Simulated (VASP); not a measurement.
# Hg (Pm-3m) in VASP: further runs

Runs on Hg. Level: PBE. Tasks: single point.

Program: VASP 6.6.1. These are calculated values, not measurements. Logs are shortened: lines on timing, memory, paths and dates and some standing lists are left out, and cuts for length are marked.

## 1. The cell of the first run

It takes space group Pm-3m (No. 221, cubic). The conventional cell has a = 2.965 Å, b = 2.965 Å, c = 2.965 Å, α = 90.00°, β = 90.00°, γ = 90.00°. Within 3.9 Å of Hg (site symmetry m-3m) lie 6 Hg at 2.97 Å.

## 2. Single point, PBE (volume scaled by 0.88)

Input file INCAR:

```
PREC = Accurate
ENCUT = 520
EDIFF = 1E-7
ISMEAR = -1
SIGMA = 0.1
LREAL = F
LASPH = T
NELM = 60
ALGO = Normal
ISIF = 2
LWAVE = F
LCHARG = T
GGA = PE
LELF = T
LVHAR = T
NBANDS = 12
```

Input file KPOINTS:

```
regular mesh
0
Gamma
  11 11 11
```

Input file POSCAR:

```
Hg
1.0
    2.9652825447      0.0000000000      0.0000000000
    0.0000000000      2.9652825447      0.0000000000
    0.0000000000      0.0000000000      2.9652825447
Hg
1
Direct
    0.0000000000      0.0000000000      0.0000000000
```

Potentials or basis: VASP PAW PBE potentials, release 64 (Hg).

Launch:

```
cat potpaw_PBE.64/Hg/POTCAR > POTCAR
mpirun -np 1 vasp_std > vasp.out
```

OUTCAR:

```text
PREC = Accurate
   ENCUT = 520
   EDIFF = 1E-7
   ISMEAR = -1
   LREAL = F
   LASPH = T
   NELM = 60
   ISIF = 2
   GGA = PE

 ion  position               nearest neighbor table
   1  0.000  0.000  0.000-

  LATTYP: Found a simple cubic cell.
 ALAT       =     2.9652825447

  Lattice vectors:

 A1 = (   2.9652825447,   0.0000000000,   0.0000000000)
 A2 = (   0.0000000000,   2.9652825447,   0.0000000000)
 A3 = (   0.0000000000,   0.0000000000,   2.9652825447)

Analysis of symmetry for initial positions (statically):
=====================================================================
 Subroutine PRICEL returns:
 Original cell was already a primitive cell.

 Routine SETGRP: Setting up the symmetry group for a
 simple cubic supercell.

 Subroutine GETGRP returns: Found 48 space group operations
 (whereof 48 operations were pure point group operations)
 out of a pool of 48 trial point group operations.

The static configuration has the point symmetry O_h .

Analysis of symmetry for dynamics (positions and initial velocities):
=====================================================================
 Subroutine PRICEL returns:
 Original cell was already a primitive cell.

 Routine SETGRP: Setting up the symmetry group for a
 simple cubic supercell.

 Subroutine GETGRP returns: Found 48 space group operations
 (whereof 48 operations were pure point group operations)
 out of a pool of 48 trial point group operations.

The dynamic configuration has the point symmetry O_h .

 Subroutine INISYM returns: Found 48 space group operations
 (whereof 48 operations are pure point group operations),
 and found     1 'primitive' translations

----------------------------------------------------------------------------------------

                                     Primitive cell

  volume of cell :      26.0734

  direct lattice vectors                    reciprocal lattice vectors
     2.965282545  0.000000000  0.000000000     0.337235992  0.000000000  0.000000000
     0.000000000  2.965282545  0.000000000     0.000000000  0.337235992  0.000000000
     0.000000000  0.000000000  2.965282545     0.000000000  0.000000000  0.337235992

  length of vectors
     2.965282545  2.965282545  2.965282545     0.337235992  0.337235992  0.337235992

  position of ions in fractional coordinates (direct lattice)
     0.000000000  0.000000000  0.000000000

  ion indices of the primitive-cell ions
   primitive index   ion index
                 1           1

----------------------------------------------------------------------------------------

 KPOINTS: regular mesh

Automatic generation of k-mesh.
 Grid dimensions read from file:
 generate k-points for:   11   11   11

 Generating k-lattice:

  Cartesian coordinates                     Fractional coordinates (reciprocal lattice)
     0.030657817  0.000000000  0.000000000     0.090909091  0.000000000  0.000000000
     0.000000000  0.030657817  0.000000000     0.000000000  0.090909091  0.000000000
     0.000000000  0.000000000  0.030657817     0.000000000  0.000000000  0.090909091

  Length of vectors
     0.030657817  0.030657817  0.030657817

  Shift w.r.t. Gamma in fractional coordinates (k-lattice)
     0.000000000  0.000000000  0.000000000

 Subroutine IBZKPT returns following result:
 ===========================================

 Found     56 irreducible k-points:

 Following reciprocal coordinates:
            Coordinates               Weight
  0.000000  0.000000  0.000000      1.000000
  0.090909  0.000000  0.000000      6.000000
  0.181818  0.000000  0.000000      6.000000
  0.272727  0.000000  0.000000      6.000000
  0.363636  0.000000  0.000000      6.000000
  0.454545  0.000000  0.000000      6.000000
[... 16 lines left out ...]
  0.181818  0.090909  0.090909     24.000000
  0.272727  0.090909  0.090909     24.000000
 [... further k-points ...]
   k-points           NKPTS =     56   k-points in BZ     NKDIM =     56   number of bands    NBANDS=     12
   number of dos      NEDOS =    301   number of ions     NIONS =      1
   total plane-waves  NPLWV =  13824
   dimension x,y,z NGX =    24 NGY =   24 NGZ =   24
   dimension x,y,z NGXF=    48 NGYF=   48 NGZF=   48
   ions per type =               1
   NGX,Y,Z   is equivalent  to a cutoff of  13.46, 13.46, 13.46 a.u.
   NGXF,Y,Z  is equivalent  to a cutoff of  26.91, 26.91, 26.91 a.u.
 SYSTEM =  unknown system
   PREC   = accura    normal or accurate (medium, high low for compatibility)
   ISTART =      0    job   : 0-new  1-cont  2-samecut
   ICHARG =      2    charge: 1-file 2-atom 10-const
   ISPIN  =      1    spin polarized calculation?
   LNONCOLLINEAR =      F non collinear calculations
   LSORBIT =      F    spin-orbit coupling
   LASPH  =      T    aspherical Exc in radial PAW
   ENCUT  =  520.0 eV  38.22 Ry    6.18 a.u.   5.51  5.51  5.51*2*pi/ulx,y,z
   NELM   =     60;   NELMIN=  2; NELMDL= -5     # of ELM steps
   EDIFF  = 0.1E-06   stopping-criterion for ELM
   LREAL  =      F    real-space projection
   EDIFFG = 0.1E-05   stopping-criterion for IOM
   NSW    =      0    number of steps for IOM
   IBRION =     -1    ionic relax: 0-MD 1-quasi-New 2-CG
   NFREE  =      0    steps in history (QN), initial steepest desc. (CG)
   ISIF   =      2    stress and relaxation
   ISYM   =      2    0-nonsym 1-usesym 2-fastsym
   POTIM  = 0.5000    time-step for ionic-motion
   TEBEG  =    0.0;   TEEND  =   0.0 temperature during run
   PSTRESS=    0.0 pullay stress
   NELECT =      12.0000    total number of electrons
   NUPDOWN=      -1.0000    fix difference up-down
   EMIN   =  10.00;   EMAX   =-10.00  energy-range for DOS
   EFERMI =   0.00;   METHOD = LEGACY
   ISMEAR =    -1;   SIGMA  =   0.10  broadening in eV -4-tet -1-fermi 0-gaus
   EFERMI_NEDOS =   21; number of points for ismear=-14 and -15
   IALGO  =     38    algorithm
   IMIX   =      4    mixing-type and parameters
     AMIX     =   0.40;   BMIX     =  1.00
     AMIX_MAG =   1.60;   BMIX_MAG =  1.00
  volume/ion in A,a.u.               =      26.07       175.95
  Fermi-wavevector in a.u.,A,eV,Ry     =   1.263967  2.388552 21.736848  1.597613
  Thomas-Fermi vector in A             =   2.397297
   LORBIT       =      0    0 simple, 1 ext, 2 COOP (PROOUT), +10 PAW based schemes
   GGA     = PE    functional components
[... 5 lines left out ...]
 non-spin polarized calculation
  energy-cutoff  :      520.00
  volume of cell :       26.07
 maximum number of plane-waves:       739
 NGX is ok and might be reduce to    24
   NGX = 11   NGY = 11   NGZ = 11

 number of electron      11.9999996 magnetization

 Free energy of the ion-electron system (eV)
  ---------------------------------------------------
  ext. energy  EPLUGINS =         0.00000000
  ---------------------------------------------------
  free energy    TOTEN  =        -0.12916937 eV

  energy without entropy =       -0.11956301  energy(sigma->0) =       -0.12436619

 E-fermi :   2.0610     XC(G=0): -10.2267

 val. band max:        2.0209449301   @ k =   0.4545   0.4545   0.0909
 cond. band min:       2.4036001998   @ k =   0.4545   0.4545   0.1818
 fundamental gap:      0.3826552697
 Fermi energy:         2.0609916441

 k-point     1 :       0.0000    0.0000    0.0000
  band No.  band energies     occupation
      1      -6.4585      2.00000
      2      -6.0422      2.00000
      3      -6.0422      2.00000
      4      -3.8048      2.00000
      5      -3.8048      2.00000
      6      -3.8048      2.00000
      7      12.3703      0.00000
      8      12.3703      0.00000
      9      12.3703      0.00000
     10      15.9410      0.00000
     11      17.7980      0.00000
     12      17.7980      0.00000

 k-point     2 :       0.0909    0.0000    0.0000
  band No.  band energies     occupation
      1      -6.3165      2.00000
      2      -6.0273      2.00000
      3      -5.9243      2.00000
      4      -3.8652      2.00000
      5      -3.8652      2.00000
      6      -3.7998      2.00000
      7      10.7964      0.00000
      8      12.5967      0.00000
      9      12.5967      0.00000
     10      16.5118      0.00000
     11      17.7164      0.00000
     12      19.0503      0.00000

 k-point     3 :       0.1818    0.0000    0.0000
  band No.  band energies     occupation
      1      -6.0953      2.00000
      2      -5.9870      2.00000
      3      -5.3846      2.00000
      4      -4.0231      2.00000
      5      -4.0231      2.00000
      6      -3.7862      2.00000
      7       8.2257      0.00000
      8      13.2411      0.00000
      9      13.2411      0.00000
     10      16.8313      0.00000
     11      17.4870      0.00000
     12      22.0285      0.00000
[... 286 lines left out ...]
 k-point    23 :       0.1818    0.0909    0.0909
  band No.  band energies     occupation
      1      -5.8327      2.00000
      2      -5.8123      2.00000
      3      -5.3035      2.00000
      4      -4.0814      2.00000
      5      -4.0579      2.00000
      6      -3.9033      2.00000
      7       8.5981      0.00000
      8      11.6129      0.00000
      9      11.9606      0.00000
     10      18.8298      0.00000
     11      19.0498      0.00000
     12      21.7505      0.00000

 k-point    24 :       0.2727    0.0909    0.0909
  band No.  band energies     occupation
      1      -5.7791      2.00000
      2      -5.6702      2.00000
      3      -4.5494      2.00000
      4      -4.2889      2.00000
      5      -3.9616      2.00000
      6      -3.8675      2.00000
      7       6.0131      0.00000
      8      12.4239      0.00000
      9      12.8364      0.00000
     10      18.2297      0.00000
     11      19.1043      0.00000
     12      21.6905      0.00000

 [... further k-points ...]
[... 5 lines left out ...]
  --------------------------------------------------------------------------------------
  -------------------------------------------------------------------------------------
  Total        0.6270234      0.6270234      0.6270234      0.0000000      0.0000000     -0.0000000
  in kB       38.5297411     38.5297411     38.5297411      0.0000000      0.0000000     -0.0000000
  external PRESSURE =      38.5297411 kB  Pullay stress =       0.0000000 kB

 VOLUME and BASIS-vectors are now :
 -----------------------------------------------------------------------------
  energy-cutoff  :      520.00
  volume of cell :       26.07
      direct lattice vectors                 reciprocal lattice vectors
     2.965282545  0.000000000  0.000000000     0.337235992  0.000000000  0.000000000
     0.000000000  2.965282545  0.000000000     0.000000000  0.337235992  0.000000000
     0.000000000  0.000000000  2.965282545     0.000000000  0.000000000  0.337235992

 POSITION                                       TOTAL-FORCE (eV/Angst)
 -----------------------------------------------------------------------------------
      0.00000      0.00000      0.00000         0.000000      0.000000      0.000000
 -----------------------------------------------------------------------------------
    total drift:                                0.000000      0.000000      0.000000

  FREE ENERGIE OF THE ION-ELECTRON SYSTEM (eV)
  ---------------------------------------------------
  free  energy   TOTEN  =        -0.1291693728 eV

  energy  without entropy=       -0.1195630098  energy(sigma->0) =       -0.12436619
```

Wall time 4.2 s (1 thread of Intel Xeon 6975P-C (Granite Rapids), shared host); peak memory 0.14 GiB.

What came out:

- Free energy: -0.1292 eV
- Pressure: 3.9 GPa
- Band gap on the k mesh: zero (band 6 reaches 5.24 eV, above the bottom of band 7 at 1.00 eV)

Caveat: spin-orbit coupling is left out, which moves the levels of the heavy elements.

## 3. Single point, PBE (volume scaled by 0.92)

Input file INCAR:

```
PREC = Accurate
ENCUT = 520
EDIFF = 1E-6
ISMEAR = -1
SIGMA = 0.1
LREAL = False
LASPH = True
NELM = 100
ALGO = Normal
ISIF = 2
LWAVE = False
LCHARG = True
GGA = PE
LELF = True
LVHAR = True
NBANDS = 12
```

KPOINTS is that of step 2.

Input file POSCAR:

```
Hg
1.0
    3.0095470191      0.0000000000      0.0000000000
    0.0000000000      3.0095470191      0.0000000000
    0.0000000000      0.0000000000      3.0095470191
Hg
1
Direct
    0.0000000000      0.0000000000      0.0000000000
```

Potentials or basis: VASP PAW PBE potentials, release 64 (Hg).

Launch:

```
cat potpaw_PBE.64/Hg/POTCAR > POTCAR
mpirun -np 1 vasp_std > vasp.out
```

Run time: 4 s. Hardware: 1 thread of Intel Xeon 6975P-C (Granite Rapids), shared host; peak memory 0.14 GiB.

Results (log left out):

```yaml
Free_energy: -0.1517 eV
Pressure: 2.1 GPa
Band_gap_on_the_k_mesh: zero (band 6 reaches 4.72 eV, above the bottom of band 7 at 0.78 eV)
```

Levels at points of the mesh, in eV from the Fermi level:
| k point | band 4 | band 5 | band 6 | band 7 | band 8 | band 9 |
| --- | --- | --- | --- | --- | --- | --- |
| (0.00, 0.00, 0.00) | -5.84 | -5.84 | -5.84 | 10.07 | 10.07 | 10.07 |

Caveat: spin-orbit coupling is left out, which moves the levels of the heavy elements.

(Continued in part 2 of 2.)
